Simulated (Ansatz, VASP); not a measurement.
# Two plane-wave programs on Al3As

File INCAR:

```
PREC     = Accurate       # precision mode
ENCUT    = 600            # plane-wave cutoff, eV
EDIFF    = 1E-6           # SCF threshold, eV
ISMEAR   = 0              # smearing method
SIGMA    = 0.1            # smearing width, eV
LREAL    = F              # projectors in reciprocal space
LASPH    = T              # aspherical terms in the spheres
NELM     = 60             # most SCF steps
ALGO     = Fast           # electronic algorithm
ISIF     = 3              # what is computed and relaxed
LWAVE    = F              # write WAVECAR
LCHARG   = F              # write CHGCAR
GGA      = PE             # functional
IBRION   = 2              # ionic algorithm
NSW      = 100            # ionic steps
EDIFFG   = -0.01          # ionic threshold
```

The input KPOINTS:

```
Automatic mesh
0
Gamma
  16 16 16
```

File POSCAR:

```
Al3As
1.0
   -1.9550604938      1.9550604938      4.5893087977
    1.9550604938     -1.9550604938      4.5893087977
    1.9550604938      1.9550604938     -4.5893087977
Al As
3 1
Direct
    0.5000000000      0.5000000000      0.0000000000
    0.2500000000      0.7500000000      0.5000000000
    0.7500000000      0.2500000000      0.5000000000
    0.0000000000      0.0000000000      0.0000000000
```

Input for Ansatz:

```yaml
crystal:
  lattice:
    - [-1.9550604938, 1.9550604938, 4.5893087977]
    - [1.9550604938, -1.9550604938, 4.5893087977]
    - [1.9550604938, 1.9550604938, -4.5893087977]
  atoms:
    - { symbol: Al, position: [0.5, 0.5, 0.0] }
    - { symbol: Al, position: [0.25, 0.75, 0.5] }
    - { symbol: Al, position: [0.75, 0.25, 0.5] }
    - { symbol: As, position: [0.0, 0.0, 0.0] }
basis:
  ecutwfc: 420
kpoints:
  mp_grid: { grid: [16, 16, 16] }
hamiltonian:
  xc: pbe
scf:
  occupations: { method: gaussian, width: 0.1 }
output:
  forces: true
  stress: true
  eigenvalues: true
  write_density: true
  write_potential: true
  elf: true
  volumetric_format: npy
relax:
  adjacent_minimum: "off"
  f_tol: 0.01
  max_steps: 80
  cell: { stress_tol: 0.05 }
```

Alike in both runs: task relaxation of cell and atoms; functional PBE; k mesh 16 × 16 × 16; occupations gaussian, width 0.1 eV; no spin polarisation.

|  | VASP | Ansatz |
| --- | --- | --- |
| version | VASP 6.6.1 | Ansatz 0.2.0 |
| potentials or method | VASP PAW PBE potentials, release 64 (Al, As), cutoff 600 eV | scalar-relativistic, plane waves, PAW |
| valence electrons in the cell | 14 | 24 |

VASP gave:

| Quantity | Value |
| --- | --- |
| gap on the k mesh at the Fermi level, each at its own relaxed structure (eV) | none |
| relaxed volume (Å³/atom) | 17.45 |
| relaxed length of the cell vector where the two differ most in proportion (Å) | 5.111 |

Task: Which values does Ansatz return?

Result: gap on the k mesh at the Fermi level, each at its own relaxed structure (eV): none; relaxed volume (Å³/atom): 17.44; relaxed length of the cell vector where the two differ most in proportion (Å): 5.128.

A gap of «none» marks a metal or a gap that the smearing closes. VASP's potentials hold 14 valence electrons a cell and Ansatz's 24, so a difference there can come from the potentials and not from the codes.
